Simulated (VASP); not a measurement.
# NaF (Villiaumite) (Fm-3m) in VASP: further runs

NaF (Villiaumite) is run at these levels: PBEsol, r2SCAN; tasks: relaxation of cell and atoms, single point.

Program: VASP 6.6.1. These are calculated values, not measurements. Logs are shortened: lines on timing, memory, paths and dates and some standing lists are left out, and cuts for length are marked.

## (1) The cell of the first run

It takes space group Fm-3m (No. 225, cubic). The conventional cell has a = 4.640 Å, b = 4.640 Å, c = 4.640 Å, α = 90.00°, β = 90.00°, γ = 90.00°. Within 3.1 Å of Na (site symmetry m-3m) lie 6 F at 2.32 Å. Within 3.1 Å of F (site symmetry m-3m) lie 6 Na at 2.32 Å.

## (2) Relaxation of cell and atoms, PBEsol, target pressure 30 GPa, at which the enthalpy is minimised

INCAR

```
PREC     = Accurate       # precision mode
ENCUT    = 600            # plane-wave cutoff, eV
EDIFF    = 1E-7           # SCF threshold, eV
ISMEAR   = -1             # smearing method
SIGMA    = 0.05           # smearing width, eV
LREAL    = False          # projectors in reciprocal space
LASPH    = True           # aspherical terms in the spheres
NELM     = 120            # most SCF steps
ALGO     = Normal         # electronic algorithm
ISIF     = 3              # what is computed and relaxed
LWAVE    = False          # write WAVECAR
LCHARG   = False          # write CHGCAR
GGA      = PS             # functional
IBRION   = 2              # ionic algorithm
NSW      = 80             # ionic steps
EDIFFG   = -0.01          # ionic threshold
PSTRESS  = 300.0        
GGA_COMPAT= False        
NELMIN   = 4
```

KPOINTS

```
regular mesh
0
Gamma
  10 10 10
```

POSCAR

```
NaF
1.0
    0.0000000000      2.3200000000      2.3200000000
    2.3200000000      0.0000000000      2.3200000000
    2.3200000000      2.3200000000      0.0000000000
Na F
1 1
Direct
    0.0000000000      0.0000000000      0.0000000000
    0.5000000000      0.5000000000      0.5000000000
```

Potentials or basis: VASP PAW PBE potentials, release 64 (Na_pv, F).

Command:

```bash
$ cat potpaw_PBE.64/Na_pv/POTCAR potpaw_PBE.64/F/POTCAR > POTCAR
$ mpirun -np 1 vasp_std > vasp.out
```

OUTCAR:

```text
PREC = Accurate
   ENCUT = 600
   EDIFF = 1E-7
   ISMEAR = -1
   LREAL = False
   LASPH = True
   NELM = 120
   ISIF = 3
   GGA = PS
   IBRION = 2
   NSW = 80
   EDIFFG = -0.01
   PSTRESS = 300.0
   NELMIN = 4

 ion  position               nearest neighbor table
   1  0.000  0.000  0.000-   2 2.32   2 2.32   2 2.32   2 2.32   2 2.32   2 2.32
   2  0.500  0.500  0.500-   1 2.32   1 2.32   1 2.32   1 2.32   1 2.32   1 2.32

  LATTYP: Found a face centered cubic cell.
 ALAT       =     4.6400000000

  Lattice vectors:

 A1 = (   0.0000000000,   2.3200000000,   2.3200000000)
 A2 = (   2.3200000000,   0.0000000000,   2.3200000000)
 A3 = (   2.3200000000,   2.3200000000,   0.0000000000)

Analysis of symmetry for initial positions (statically):
=====================================================================
 Subroutine PRICEL returns:
 Original cell was already a primitive cell.

 Routine SETGRP: Setting up the symmetry group for a
 face centered cubic supercell.

 Subroutine GETGRP returns: Found 48 space group operations
 (whereof 48 operations were pure point group operations)
 out of a pool of 48 trial point group operations.

The static configuration has the point symmetry O_h .

Analysis of symmetry for dynamics (positions and initial velocities):
=====================================================================
 Subroutine PRICEL returns:
 Original cell was already a primitive cell.

 Routine SETGRP: Setting up the symmetry group for a
 face centered cubic supercell.

 Subroutine GETGRP returns: Found 48 space group operations
 (whereof 48 operations were pure point group operations)
 out of a pool of 48 trial point group operations.

The dynamic configuration has the point symmetry O_h .

 Subroutine INISYM returns: Found 48 space group operations
 (whereof 48 operations are pure point group operations),
 and found     1 'primitive' translations

----------------------------------------------------------------------------------------

                                     Primitive cell

  volume of cell :      24.9743

  direct lattice vectors                    reciprocal lattice vectors
     0.000000000  2.320000000  2.320000000    -0.215517241  0.215517241  0.215517241
     2.320000000  0.000000000  2.320000000     0.215517241 -0.215517241  0.215517241
     2.320000000  2.320000000  0.000000000     0.215517241  0.215517241 -0.215517241

  length of vectors
     3.280975465  3.280975465  3.280975465     0.373286812  0.373286812  0.373286812

  position of ions in fractional coordinates (direct lattice)
[... 67 lines left out ...]
   NGX,Y,Z   is equivalent  to a cutoff of  14.19, 14.19, 14.19 a.u.
   NGXF,Y,Z  is equivalent  to a cutoff of  28.38, 28.38, 28.38 a.u.
 SYSTEM =  unknown system
   PREC   = accura    normal or accurate (medium, high low for compatibility)
   ISTART =      0    job   : 0-new  1-cont  2-samecut
   ICHARG =      2    charge: 1-file 2-atom 10-const
   ISPIN  =      1    spin polarized calculation?
   LNONCOLLINEAR =      F non collinear calculations
   LSORBIT =      F    spin-orbit coupling
   LASPH  =      T    aspherical Exc in radial PAW
   ENCUT  =  600.0 eV  44.10 Ry    6.64 a.u.   6.55  6.55  6.55*2*pi/ulx,y,z
   NELM   =    120;   NELMIN=  4; NELMDL= -5     # of ELM steps
   EDIFF  = 0.1E-06   stopping-criterion for ELM
   LREAL  =      F    real-space projection
   EDIFFG = -.1E-01   stopping-criterion for IOM
   NSW    =     80    number of steps for IOM
   IBRION =      2    ionic relax: 0-MD 1-quasi-New 2-CG
   NFREE  =      1    steps in history (QN), initial steepest desc. (CG)
   ISIF   =      3    stress and relaxation
   ISYM   =      2    0-nonsym 1-usesym 2-fastsym
   POTIM  = 0.5000    time-step for ionic-motion
   TEBEG  =    0.0;   TEEND  =   0.0 temperature during run
   PSTRESS=  300.0 pullay stress
   NELECT =      14.0000    total number of electrons
   NUPDOWN=      -1.0000    fix difference up-down
   EMIN   =  10.00;   EMAX   =-10.00  energy-range for DOS
   EFERMI =   0.00;   METHOD = LEGACY
   ISMEAR =    -1;   SIGMA  =   0.05  broadening in eV -4-tet -1-fermi 0-gaus
   EFERMI_NEDOS =   21; number of points for ismear=-14 and -15
   IALGO  =     38    algorithm
   IMIX   =      4    mixing-type and parameters
     AMIX     =   0.40;   BMIX     =  1.00
     AMIX_MAG =   1.60;   BMIX_MAG =  1.00
  volume/ion in A,a.u.               =      12.49        84.27
  Fermi-wavevector in a.u.,A,eV,Ry     =   1.349852  2.550851 24.791186  1.822101
  Thomas-Fermi vector in A             =   2.477405
   LORBIT       =      0    0 simple, 1 ext, 2 COOP (PROOUT), +10 PAW based schemes
   GGA     = PS    functional components
   LHFCALC =     F    Hartree Fock is set to
   AEXX    =    0.0000 exact exchange contribution
   IVDW    =     0    specifies the selected vdW correction
   LEPSILON=     F    determine dielectric tensor
   LRPA    =     F    only Hartree local field effects (RPA)
 conjugate gradient relaxation of ions
 non-spin polarized calculation
  energy-cutoff  :      600.00
  volume of cell :       24.97
 maximum number of plane-waves:       869
 NGX is ok and might be reduce to    28
   NGX = 13   NGY = 13   NGZ = 13

--------------------------------------- Ionic step        1  -------------------------------------------

 number of electron      14.0000006 magnetization

 Free energy of the ion-electron system (eV)
  ---------------------------------------------------
  ext. energy  EPLUGINS =         0.00000000
  ---------------------------------------------------
  free energy    TOTEN  =        -8.77068611 eV

  energy without entropy =       -8.77068611  energy(sigma->0) =       -8.77068611

 E-fermi :  -1.1300     XC(G=0):  -9.3142

 val. band max:       -2.1957558335   @ k =   0.0000   0.0000   0.0000
 cond. band min:       3.9470821185   @ k =   0.0000   0.0000   0.0000
 fundamental gap:      6.1428379520
 Fermi energy:        -1.1299782217

 k-point     1 :       0.0000    0.0000    0.0000
  band No.  band energies     occupation
      1     -21.2466      2.00000
      2     -20.9746      2.00000
      3     -20.9746      2.00000
      4     -20.9746      2.00000
      5      -2.1958      2.00000
      6      -2.1958      2.00000
      7      -2.1958      2.00000
      8       3.9471      0.00000
      9      16.6228      0.00000
     10      16.6228      0.00000
     11      16.6228      0.00000
[... 397 lines left out ...]
--------------------------------------- Ionic step        3  -------------------------------------------

 number of electron      13.9999999 magnetization

 Free energy of the ion-electron system (eV)
  ---------------------------------------------------
  ext. energy  EPLUGINS =         0.00000000
  ---------------------------------------------------
  free energy    TOTEN  =        -8.32288655 eV

  energy without entropy =       -8.32288655  energy(sigma->0) =       -8.32288655

 E-fermi :   0.5651     XC(G=0): -10.9506

 val. band max:       -0.5200849508   @ k =   0.0000   0.0000   0.0000
 cond. band min:       7.5812649640   @ k =   0.0000   0.0000   0.0000
 fundamental gap:      8.1013499148
 Fermi energy:         0.5650786063

 k-point     1 :       0.0000    0.0000    0.0000
  band No.  band energies     occupation
      1     -20.2556      2.00000
      2     -18.5240      2.00000
      3     -18.5240      2.00000
      4     -18.5240      2.00000
      5      -0.5201      2.00000
      6      -0.5201      2.00000
      7      -0.5201      2.00000
      8       7.5813      0.00000
      9      20.4360      0.00000
     10      20.4360      0.00000
     11      20.4360      0.00000
[... 355 lines left out ...]
  energy  without entropy=       -8.3228865501  energy(sigma->0) =       -8.32288655

  enthalpy is  TOTEN    =        -4.8847764405 eV   P V=        3.4381101096

 reached required accuracy - stopping structural energy minimisation
```

OSZICAR:

```text
N       E                     dE             d eps       ncg     rms          rms(c)
DAV:   1     0.118919427478E+03    0.11892E+03   -0.87765E+03  1043   0.167E+03
DAV:   2    -0.250543342309E+01   -0.12142E+03   -0.11274E+03  1122   0.391E+02
DAV:   3    -0.946739231021E+01   -0.69620E+01   -0.69376E+01  1211   0.932E+01
[... 28 lines left out ...]
DAV:   5    -0.832293999664E+01    0.35617E-03   -0.84529E-04  1178   0.598E-01    0.190E-02
DAV:   6    -0.832289018021E+01    0.49816E-04   -0.83175E-05  1223   0.190E-01    0.104E-02
DAV:   7    -0.832288732336E+01    0.28568E-05   -0.58042E-06  1163   0.348E-02    0.352E-03
DAV:   8    -0.832288648473E+01    0.83863E-06   -0.57764E-07  1109   0.184E-02    0.123E-03
DAV:   9    -0.832288655009E+01   -0.65356E-07   -0.26043E-08   541   0.224E-03
   3 F= -.48847764E+01 E0= -.48847764E+01  d E =-.790415E+00
```

CONTCAR:

```text
NaF
   1.00000000000000
     0.0000000000000000    2.0939181649435978    2.0939181649435978
     2.0939181649435978    0.0000000000000000    2.0939181649435978
     2.0939181649435978    2.0939181649435978   -0.0000000000000000
  Na              F
     1     1
Direct
     0.0000000000000000    0.0000000000000000    0.0000000000000000
     0.5000000000000000    0.5000000000000000    0.5000000000000000

  0.00000000E+00  0.00000000E+00  0.00000000E+00
  0.00000000E+00  0.00000000E+00  0.00000000E+00
```

It took 69 s on 1 thread of Intel Xeon 8259CL, shared host; peak memory 0.16 GiB.

Results:

- Free energy: -8.3229 eV
- Relaxed volume: 9.18 Å³/atom
- Relaxed cell: a = 2.961 Å, b = 2.961 Å, c = 2.961 Å, α = 60.00°, β = 60.00°, γ = 60.00°
- Space group after relaxing (to 0.05 Å): Fm-3m (No. 225)
- Energy change on relaxing (the enthalpy is what falls): +223.9 meV/atom
- Ionic steps: 3
- Pressure after relaxing: 30.1 GPa
- Band gap on the k mesh: 8.10 eV, direct

The path:
| step | energy change (eV) | largest force (eV/Å) | pressure (GPa) | volume (Å³) |
| --- | --- | --- | --- | --- |
| 1 | 0.0000 | 0.0000 | -0.43 | 24.97 |
| 2 | 0.6727 | 0.0000 | 41.24 | 17.34 |
| 3 | 0.4478 | 0.0000 | 30.14 | 18.36 |

Final structure:
```cif
data_structure
_symmetry_space_group_name_H-M 'P 1'
_symmetry_Int_Tables_number 1
_cell_length_a 2.9612
_cell_length_b 2.9612
_cell_length_c 2.9612
_cell_angle_alpha 60.000
_cell_angle_beta 60.000
_cell_angle_gamma 60.000
_cell_volume 18.36
loop_
_atom_site_label
_atom_site_type_symbol
_atom_site_fract_x
_atom_site_fract_y
_atom_site_fract_z
_atom_site_occupancy
Na1 Na 0.00000 0.00000 0.00000 1
F1 F 0.50000 0.50000 0.50000 1
```

Caveat: the cell is relaxed towards a set pressure, so the enthalpy falls and the energy may rise; the volume moved by over 15 % at a fixed basis, so the end points are rough; the PAW data sets were made with another functional, which shifts forces and pressure a little. A k mesh can miss the band edges.

## (3) Single point, r2SCAN

POSCAR is that of step 2.

INCAR.step1

```
ALGO = Normal
EDIFF = 1E-4
ENCUT = 520
GGA = PE
ISMEAR = -1
LASPH = True
LCHARG = False
LREAL = False
LWAVE = True
NBANDS = 14
NELM = 100
PREC = Accurate
SIGMA = 0.05
```

INCAR.step2

```
ALGO = Normal
EDIFF = 1E-6
ENCUT = 520
ISIF = 2
ISMEAR = -1
ISTART = 1
LASPH = True
LCHARG = False
LMIXTAU = True
LREAL = False
LWAVE = False
METAGGA = R2SCAN
NBANDS = 14
NELM = 100
PREC = Accurate
SIGMA = 0.05
```

KPOINTS

```
k-points
0
Gamma
  10 10 10
```

Potentials or basis: VASP PAW PBE potentials, release 64 (Na_pv, F).

Command:

```bash
$ cat potpaw_PBE.64/Na_pv/POTCAR potpaw_PBE.64/F/POTCAR > POTCAR
$ cp INCAR.step1 INCAR
$ mpirun -np 1 vasp_std > vasp.out
$ cp INCAR.step2 INCAR
$ mpirun -np 1 vasp_std > vasp.out
```

OUTCAR:

```text
EDIFF = 1E-6
   ENCUT = 520
   ISIF = 2
   ISMEAR = -1
   ISTART = 1
   LASPH = True
   LREAL = False
   METAGGA = R2SCAN
   NELM = 100
   PREC = Accurate

 ion  position               nearest neighbor table
   1  0.000  0.000  0.000-   2 2.32   2 2.32   2 2.32   2 2.32   2 2.32   2 2.32
   2  0.500  0.500  0.500-   1 2.32   1 2.32   1 2.32   1 2.32   1 2.32   1 2.32

  LATTYP: Found a face centered cubic cell.
 ALAT       =     4.6400000000

  Lattice vectors:

 A1 = (   0.0000000000,   2.3200000000,   2.3200000000)
 A2 = (   2.3200000000,   0.0000000000,   2.3200000000)
 A3 = (   2.3200000000,   2.3200000000,   0.0000000000)

Analysis of symmetry for initial positions (statically):
=====================================================================
 Subroutine PRICEL returns:
 Original cell was already a primitive cell.

 Routine SETGRP: Setting up the symmetry group for a
 face centered cubic supercell.

 Subroutine GETGRP returns: Found 48 space group operations
 (whereof 48 operations were pure point group operations)
 out of a pool of 48 trial point group operations.

The static configuration has the point symmetry O_h .

Analysis of symmetry for dynamics (positions and initial velocities):
=====================================================================
 Subroutine PRICEL returns:
 Original cell was already a primitive cell.

 Routine SETGRP: Setting up the symmetry group for a
 face centered cubic supercell.

 Subroutine GETGRP returns: Found 48 space group operations
 (whereof 48 operations were pure point group operations)
 out of a pool of 48 trial point group operations.

The dynamic configuration has the point symmetry O_h .

 Subroutine INISYM returns: Found 48 space group operations
 (whereof 48 operations are pure point group operations),
 and found     1 'primitive' translations

----------------------------------------------------------------------------------------
[... 116 lines left out ...]
  Thomas-Fermi vector in A             =   2.477405
   LORBIT       =      0    0 simple, 1 ext, 2 COOP (PROOUT), +10 PAW based schemes
   METAGGA = R2SCAN    functional components
   LHFCALC =     F    Hartree Fock is set to
   AEXX    =    0.0000 exact exchange contribution
   IVDW    =     0    specifies the selected vdW correction
   LEPSILON=     F    determine dielectric tensor
   LRPA    =     F    only Hartree local field effects (RPA)
 non-spin polarized calculation
  energy-cutoff  :      520.00
  volume of cell :       24.97
 maximum number of plane-waves:       692
   NGX = 13   NGY = 13   NGZ = 13

 number of electron      13.9999982 magnetization

 Free energy of the ion-electron system (eV)
  ---------------------------------------------------
  ext. energy  EPLUGINS =         0.00000000
  ---------------------------------------------------
  free energy    TOTEN  =       -12.59690786 eV

  energy without entropy =      -12.59690786  energy(sigma->0) =      -12.59690786

 E-fermi :  -1.7066     XC(G=0):  -9.7539

 val. band max:       -2.7413654489   @ k =   0.0000   0.0000   0.0000
 cond. band min:       4.4081355009   @ k =   0.0000   0.0000   0.0000
 fundamental gap:      7.1495009498
 Fermi energy:        -1.7066206570

 k-point     1 :       0.0000    0.0000    0.0000
  band No.  band energies     occupation
      1     -23.0305      2.00000
      2     -22.2533      2.00000
      3     -22.2527      2.00000
      4     -22.2527      2.00000
      5      -2.7414      2.00000
      6      -2.7414      2.00000
      7      -2.7414      2.00000
      8       4.4081      0.00000
      9      17.0134      0.00000
     10      17.0134      0.00000
     11      17.0134      0.00000
     12      19.6512      0.00000
     13      22.2683      0.00000
     14      22.2683      0.00000
[... 377 lines left out ...]
      1     -23.0849      2.00000
      2     -22.2977      2.00000
      3     -22.2902      2.00000
      4     -22.0841      2.00000
      5      -3.8903      2.00000
      6      -3.1199      2.00000
      7      -3.0658      2.00000
      8       8.7267      0.00000
      9      11.7452      0.00000
     10      15.1875      0.00000
     11      18.0113      0.00000
     12      18.1117      0.00000
     13      23.8827      0.00000
     14      24.9484      0.00000

 [... further k-points ...]
[... 5 lines left out ...]
  --------------------------------------------------------------------------------------
  -------------------------------------------------------------------------------------
  Total       -0.3135393     -0.3135393     -0.3135393      0.0000000      0.0000000      0.0000000
  in kB      -20.1144682    -20.1144682    -20.1144682      0.0000000      0.0000000      0.0000000
  external PRESSURE =     -20.1144682 kB  Pullay stress =       0.0000000 kB

 VOLUME and BASIS-vectors are now :
 -----------------------------------------------------------------------------
  energy-cutoff  :      520.00
  volume of cell :       24.97
      direct lattice vectors                 reciprocal lattice vectors
     0.000000000  2.320000000  2.320000000    -0.215517241  0.215517241  0.215517241
     2.320000000  0.000000000  2.320000000     0.215517241 -0.215517241  0.215517241
     2.320000000  2.320000000  0.000000000     0.215517241  0.215517241 -0.215517241

 POSITION                                       TOTAL-FORCE (eV/Angst)
 -----------------------------------------------------------------------------------
      0.00000      0.00000      0.00000         0.000000      0.000000      0.000000
      2.32000      2.32000      2.32000         0.000000     -0.000000      0.000000
 -----------------------------------------------------------------------------------
    total drift:                                0.000000     -0.000000      0.000000

  FREE ENERGIE OF THE ION-ELECTRON SYSTEM (eV)
  ---------------------------------------------------
  free  energy   TOTEN  =       -12.5969078552 eV

  energy  without entropy=      -12.5969078551  energy(sigma->0) =      -12.59690786
```

OUTCAR.step1:

```text
EDIFF = 1E-4
   ENCUT = 520
   GGA = PE
   ISMEAR = -1
   LASPH = True
[... 628 lines left out ...]
      0.00000      0.00000      0.00000         0.000000      0.000000     -0.000000
      2.32000      2.32000      2.32000        -0.000000      0.000000      0.000000
 -----------------------------------------------------------------------------------
    total drift:                                0.000000     -0.000000      0.000000

  FREE ENERGIE OF THE ION-ELECTRON SYSTEM (eV)
  ---------------------------------------------------
  free  energy   TOTEN  =        -8.5628059376 eV

  energy  without entropy=       -8.5628059375  energy(sigma->0) =       -8.56280594
```

Wall time 53 s (1 thread of Intel Xeon Platinum 8375C at 2.90GHz (Ice Lake), shared host); peak memory 0.14 GiB.

What came out:

```
Free energy            : -12.5969 eV
Pressure               : -2.0 GPa
Band gap on the k mesh : 7.15 eV, direct
```

Caveat: the PAW data sets were made with another functional, which shifts forces and pressure a little.

[end of part 1 of 2]
